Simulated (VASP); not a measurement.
# InP (Fm-3m) in VASP: a series of runs

InP is run at these levels: PBE; tasks: single point.

Program: VASP 6.6.1. These are calculated values, not measurements. Logs are shortened: lines on timing, memory, paths and dates and some standing lists are left out, and cuts for length are marked.

**1. The cell of the first run**

It takes space group Fm-3m (No. 225, cubic). The conventional cell has a = 5.501 Å, b = 5.501 Å, c = 5.501 Å, α = 90.00°, β = 90.00°, γ = 90.00°. Within 3.6 Å of In (site symmetry m-3m) lie 6 P at 2.75 Å. Within 3.6 Å of P (site symmetry m-3m) lie 6 In at 2.75 Å.

**2. Single point, PBE (volume scaled by 0.98)**

INCAR reads:

```
SYSTEM = InP
PREC = Accurate
ENCUT = 520
EDIFF = 1E-7
ISMEAR = -1
SIGMA = 0.05
LREAL = .FALSE.
LASPH = .TRUE.
NELM = 80
ALGO = Normal
ISIF = 2
LWAVE = .FALSE.
LCHARG = .FALSE.
GGA = PE
NBANDS = 16
```

KPOINTS reads:

```
regular mesh
0
G
  8 8 8
  0 0 0
```

POSCAR reads:

```
InP
1.0
    0.0000000000      2.7502506615      2.7502506615
    2.7502506615      0.0000000000      2.7502506615
    2.7502506615      2.7502506615      0.0000000000
In P
1 1
Direct
    0.0000000000      0.0000000000      0.0000000000
    0.5000000000      0.5000000000      0.5000000000
```

Potentials or basis: VASP PAW PBE potentials, release 64 (In_d, P).

Started as:

```
> cat potpaw_PBE.64/In_d/POTCAR potpaw_PBE.64/P/POTCAR > POTCAR
> mpirun -np 1 vasp_std > vasp.out
```

OUTCAR:

```text
SYSTEM = InP
   PREC = Accurate
   ENCUT = 520
   EDIFF = 1E-7
   ISMEAR = -1
   LREAL = .FALSE.
   LASPH = .TRUE.
   NELM = 80
   ISIF = 2
   GGA = PE

 ion  position               nearest neighbor table
   1  0.000  0.000  0.000-   2 2.75   2 2.75   2 2.75   2 2.75   2 2.75   2 2.75
   2  0.500  0.500  0.500-   1 2.75   1 2.75   1 2.75   1 2.75   1 2.75   1 2.75

  LATTYP: Found a face centered cubic cell.
 ALAT       =     5.5005013230

  Lattice vectors:

 A1 = (   0.0000000000,   2.7502506615,   2.7502506615)
 A2 = (   2.7502506615,   0.0000000000,   2.7502506615)
 A3 = (   2.7502506615,   2.7502506615,   0.0000000000)

Analysis of symmetry for initial positions (statically):
=====================================================================
 Subroutine PRICEL returns:
 Original cell was already a primitive cell.

 Routine SETGRP: Setting up the symmetry group for a
 face centered cubic supercell.

 Subroutine GETGRP returns: Found 48 space group operations
 (whereof 48 operations were pure point group operations)
 out of a pool of 48 trial point group operations.

The static configuration has the point symmetry O_h .

Analysis of symmetry for dynamics (positions and initial velocities):
=====================================================================
 Subroutine PRICEL returns:
 Original cell was already a primitive cell.

 Routine SETGRP: Setting up the symmetry group for a
 face centered cubic supercell.

 Subroutine GETGRP returns: Found 48 space group operations
 (whereof 48 operations were pure point group operations)
 out of a pool of 48 trial point group operations.

The dynamic configuration has the point symmetry O_h .

 Subroutine INISYM returns: Found 48 space group operations
 (whereof 48 operations are pure point group operations),
 and found     1 'primitive' translations

----------------------------------------------------------------------------------------

                                     Primitive cell

  volume of cell :      41.6051

  direct lattice vectors                    reciprocal lattice vectors
     0.000000000  2.750250661  2.750250661    -0.181801611  0.181801611  0.181801611
     2.750250661  0.000000000  2.750250661     0.181801611 -0.181801611  0.181801611
     2.750250661  2.750250661  0.000000000     0.181801611  0.181801611 -0.181801611

  length of vectors
[... 74 lines left out ...]
   ISTART =      0    job   : 0-new  1-cont  2-samecut
   ICHARG =      2    charge: 1-file 2-atom 10-const
   ISPIN  =      1    spin polarized calculation?
   LNONCOLLINEAR =      F non collinear calculations
   LSORBIT =      F    spin-orbit coupling
   LASPH  =      T    aspherical Exc in radial PAW
   ENCUT  =  520.0 eV  38.22 Ry    6.18 a.u.   7.23  7.23  7.23*2*pi/ulx,y,z
   NELM   =     80;   NELMIN=  2; NELMDL= -5     # of ELM steps
   EDIFF  = 0.1E-06   stopping-criterion for ELM
   LREAL  =      F    real-space projection
   EDIFFG = 0.1E-05   stopping-criterion for IOM
   NSW    =      0    number of steps for IOM
   IBRION =     -1    ionic relax: 0-MD 1-quasi-New 2-CG
   NFREE  =      0    steps in history (QN), initial steepest desc. (CG)
   ISIF   =      2    stress and relaxation
   ISYM   =      2    0-nonsym 1-usesym 2-fastsym
   POTIM  = 0.5000    time-step for ionic-motion
   TEBEG  =    0.0;   TEEND  =   0.0 temperature during run
   PSTRESS=    0.0 pullay stress
   NELECT =      18.0000    total number of electrons
   NUPDOWN=      -1.0000    fix difference up-down
   EMIN   =  10.00;   EMAX   =-10.00  energy-range for DOS
   EFERMI =   0.00;   METHOD = LEGACY
   ISMEAR =    -1;   SIGMA  =   0.05  broadening in eV -4-tet -1-fermi 0-gaus
   EFERMI_NEDOS =   21; number of points for ismear=-14 and -15
   IALGO  =     38    algorithm
   IMIX   =      4    mixing-type and parameters
     AMIX     =   0.40;   BMIX     =  1.00
     AMIX_MAG =   1.60;   BMIX_MAG =  1.00
  volume/ion in A,a.u.               =      20.80       140.38
  Fermi-wavevector in a.u.,A,eV,Ry     =   1.238179  2.339819 20.858914  1.533087
  Thomas-Fermi vector in A             =   2.372715
   LORBIT       =      0    0 simple, 1 ext, 2 COOP (PROOUT), +10 PAW based schemes
   GGA     = PE    functional components
   LHFCALC =     F    Hartree Fock is set to
   AEXX    =    0.0000 exact exchange contribution
   IVDW    =     0    specifies the selected vdW correction
   LEPSILON=     F    determine dielectric tensor
   LRPA    =     F    only Hartree local field effects (RPA)
 non-spin polarized calculation
  energy-cutoff  :      520.00
  volume of cell :       41.61
 maximum number of plane-waves:      1139
 NGX is ok and might be reduce to    30
   NGX = 15   NGY = 15   NGZ = 15

 number of electron      18.0000006 magnetization

 Free energy of the ion-electron system (eV)
  ---------------------------------------------------
  ext. energy  EPLUGINS =         0.00000000
  ---------------------------------------------------
  free energy    TOTEN  =        -7.91010336 eV

  energy without entropy =       -7.89891814  energy(sigma->0) =       -7.90451075

 E-fermi :   7.4018     XC(G=0): -10.4893

 val. band max:        7.3949319599   @ k =  -0.3750   0.5000   0.1250
 cond. band min:       7.4490586877   @ k =  -0.1250   0.1250   0.0000
 fundamental gap:      0.0541267278
 Fermi energy:         7.4017859505

 k-point     1 :       0.0000    0.0000    0.0000
  band No.  band energies     occupation
      1      -6.9792      2.00000
      2      -6.9792      2.00000
      3      -6.9587      2.00000
      4      -6.9587      2.00000
      5      -6.9587      2.00000
      6      -4.8644      2.00000
[... 433 lines left out ...]
      3      -6.9448      2.00000
      4      -6.9078      2.00000
      5      -6.8634      2.00000
      6      -2.1860      2.00000
[... 8 lines left out ...]
     15      17.4370      0.00000
     16      20.1683      0.00000

 [... further k-points ...]
[... 5 lines left out ...]
  --------------------------------------------------------------------------------------
  -------------------------------------------------------------------------------------
  Total        0.3879917      0.3879917      0.3879917     -0.0000000      0.0000000      0.0000000
  in kB       14.9412258     14.9412258     14.9412258     -0.0000000      0.0000000      0.0000000
  external PRESSURE =      14.9412258 kB  Pullay stress =       0.0000000 kB

 VOLUME and BASIS-vectors are now :
 -----------------------------------------------------------------------------
  energy-cutoff  :      520.00
  volume of cell :       41.61
      direct lattice vectors                 reciprocal lattice vectors
     0.000000000  2.750250661  2.750250661    -0.181801611  0.181801611  0.181801611
     2.750250661  0.000000000  2.750250661     0.181801611 -0.181801611  0.181801611
     2.750250661  2.750250661  0.000000000     0.181801611  0.181801611 -0.181801611

 POSITION                                       TOTAL-FORCE (eV/Angst)
 -----------------------------------------------------------------------------------
      0.00000      0.00000      0.00000         0.000000      0.000000     -0.000000
      2.75025      2.75025      2.75025         0.000000      0.000000      0.000000
 -----------------------------------------------------------------------------------
    total drift:                               -0.000000      0.000000      0.000000

  FREE ENERGIE OF THE ION-ELECTRON SYSTEM (eV)
  ---------------------------------------------------
  free  energy   TOTEN  =        -7.9101033636 eV

  energy  without entropy=       -7.8989181438  energy(sigma->0) =       -7.90451075
```

OSZICAR:

```text
N       E                     dE             d eps       ncg     rms          rms(c)
DAV:   1     0.108075912618E+03    0.10808E+03   -0.85107E+03   952   0.133E+03
DAV:   2    -0.183775899320E+01   -0.10991E+03   -0.10583E+03  1072   0.309E+02
DAV:   3    -0.809213641764E+01   -0.62544E+01   -0.61857E+01  1232   0.694E+01
DAV:   4    -0.823584717973E+01   -0.14371E+00   -0.14366E+00  1128   0.109E+01
DAV:   5    -0.824226117997E+01   -0.64140E-02   -0.64139E-02  1392   0.205E+00    0.493E+00
DAV:   6    -0.792526941290E+01    0.31699E+00   -0.53265E-01  1392   0.124E+01    0.283E+00
DAV:   7    -0.791074829727E+01    0.14521E-01   -0.10231E-01  1416   0.287E+00    0.117E+00
DAV:   8    -0.791042458634E+01    0.32371E-03   -0.12583E-02  1368   0.159E+00    0.184E-01
DAV:   9    -0.791011030623E+01    0.31428E-03   -0.24237E-03  1440   0.820E-01    0.904E-02
DAV:  10    -0.791009076405E+01    0.19542E-04   -0.16461E-04  1264   0.128E-01    0.523E-02
DAV:  11    -0.791010485057E+01   -0.14087E-04   -0.61098E-05  1328   0.699E-02    0.150E-02
DAV:  12    -0.791010360957E+01    0.12410E-05   -0.13160E-05  1280   0.266E-02    0.109E-02
DAV:  13    -0.791010339327E+01    0.21630E-06   -0.66724E-07  1208   0.745E-03    0.716E-03
DAV:  14    -0.791010336359E+01    0.29684E-07   -0.38994E-08   712   0.190E-03
   1 F= -.79101034E+01 E0= -.79045108E+01  d E =-.111852E-01
```

stdout:

```text
POSCAR found type information on POSCAR InP
 POSCAR found :  2 types and       2 ions
 scaLAPACK will be used
 LDA part: xc-table for (Slater+PW92), standard interpolation
 POSCAR, INCAR and KPOINTS ok, starting setup
 FFT: planning ... GRIDC
 FFT: planning ... GRID_SOFT
 FFT: planning ... GRID
 WAVECAR not read
 entering main loop
```

It took 27 s on 1 thread of Intel Xeon 6975P-C (Granite Rapids), shared host; peak memory 0.17 GiB.

Results:

```
Free energy            : -7.9101 eV
Pressure               : 1.5 GPa
Band gap on the k mesh : zero (band 9 reaches 7.60 eV, above the bottom of band 10 at 4.90 eV)
```

Caveat: spin-orbit coupling is left out, which moves the levels of the heavy elements.

**3. Single point, PBE (volume scaled by 1.02)**

INCAR reads:

```
  ALGO = Normal
  EDIFF = 1E-6
  ENCUT = 520
  GGA = PE
  ISIF = 2
  ISMEAR = -1
  LASPH = T
  LCHARG = F
  LREAL = F
  LWAVE = F
  NBANDS = 16
  NELM = 80
  PREC = Accurate
  SIGMA = 0.05
```

KPOINTS reads:

```
k-points
0
Gamma
  8 8 8
```

POSCAR reads:

```
InP
1.0
    0.0000000000      2.7871711834      2.7871711834
    2.7871711834      0.0000000000      2.7871711834
    2.7871711834      2.7871711834      0.0000000000
In P
1 1
Direct
    0.0000000000      0.0000000000      0.0000000000
    0.5000000000      0.5000000000      0.5000000000
```

Potentials or basis: VASP PAW PBE potentials, release 64 (In_d, P).

Started as:

```
> cat potpaw_PBE.64/In_d/POTCAR potpaw_PBE.64/P/POTCAR > POTCAR
> mpirun -np 1 vasp_std > vasp.out
```

Wall time 24 s (1 thread of Intel Xeon 6975P-C (Granite Rapids), shared host); peak memory 0.17 GiB.

Results (log left out):

```
Free energy            : -7.9103 eV
Pressure               : -1.5 GPa
Band gap on the k mesh : zero (band 9 reaches 7.09 eV, above the bottom of band 10 at 4.54 eV)
```

Levels at points of the mesh, in eV from the Fermi level:
```
           k point  band 6  band 7  band 8  band 9  band 10  band 11  band 12  band 13
(0.00, 0.00, 0.00)  -11.95   -0.35   -0.35   -0.35     0.27     7.00     7.00     7.00
(0.50, 0.00, 0.00)   -9.94   -6.62    0.06    0.06     2.39     3.31     3.31     4.95
(0.50, 0.50, 0.00)   -8.90   -4.91   -2.63   -2.36    -2.36     3.79     9.61     9.61
```

Caveat: spin-orbit coupling is left out, which moves the levels of the heavy elements.

**4. Single point, PBE (volume scaled by 1.04)**

INCAR reads:

```
SYSTEM = InP
ALGO     = Normal         ! electronic algorithm
EDIFF    = 1E-6           ! SCF threshold, eV
ENCUT    = 520            ! plane-wave cutoff, eV
GGA      = PE             ! functional
ISIF     = 2              ! what is computed and relaxed
ISMEAR   = -1             ! smearing method
LASPH    = .TRUE.         ! aspherical terms in the spheres
LCHARG   = .FALSE.        ! write CHGCAR
LREAL    = .FALSE.        ! projectors in reciprocal space
LWAVE    = .FALSE.        ! write WAVECAR
NBANDS   = 16             ! bands
NELM     = 80             ! most SCF steps
PREC     = Accurate       ! precision mode
SIGMA    = 0.05           ! smearing width, eV
```

KPOINTS reads:

```
k-points
0
G
  8 8 8
  0 0 0
```

POSCAR reads:

```
InP
1.0
    0.0000000000      2.8052702047      2.8052702047
    2.8052702047      0.0000000000      2.8052702047
    2.8052702047      2.8052702047      0.0000000000
In P
1 1
Direct
    0.0000000000      0.0000000000      0.0000000000
    0.5000000000      0.5000000000      0.5000000000
```

Started as:

```
> cat potpaw_PBE.64/In_d/POTCAR potpaw_PBE.64/P/POTCAR > POTCAR
> mpirun -np 1 vasp_std > vasp.out
```

It took 23 s on 1 thread of Intel Xeon 6975P-C (Granite Rapids), shared host; peak memory 0.17 GiB.

Results (log left out):

```
Free energy            : -7.8995 eV
Pressure               : -2.7 GPa
Band gap on the k mesh : zero (band 9 reaches 6.86 eV, above the bottom of band 10 at 4.37 eV)
```

Levels at points of the mesh, in eV from the Fermi level:
```
           k point  band 7  band 8  band 9  band 10  band 11  band 12
(0.00, 0.00, 0.00)   -0.33   -0.33   -0.33     0.13     7.00     7.00
(0.50, 0.00, 0.00)   -6.52    0.06    0.06     2.38     3.32     3.32
(0.50, 0.50, 0.00)   -4.79   -2.64   -2.29    -2.29     3.83     9.45
```

Caveat: spin-orbit coupling is left out, which moves the levels of the heavy elements.

**5. The runs side by side**

```tsv
cell	gap on the mesh (eV)	pressure (GPa)
a = 3.889 Å, angles 60.0°, 2 atoms	none	1.5
a = 3.942 Å, angles 60.0°, 2 atoms	none	-1.5
a = 3.967 Å, angles 60.0°, 2 atoms	none	-2.7
```

Alike in all rows: task single point; level PBE; potentials or basis VASP PAW PBE potentials, release 64 (In_d, P); no spin polarisation; k mesh 8 × 8 × 8; cutoff (eV) 520; smearing fermi-dirac 0.05 eV.

Caveats: spin-orbit coupling is left out, which moves the levels of the heavy elements.

Total energies depend on the potentials used, so only differences within one code and one set of settings carry meaning.
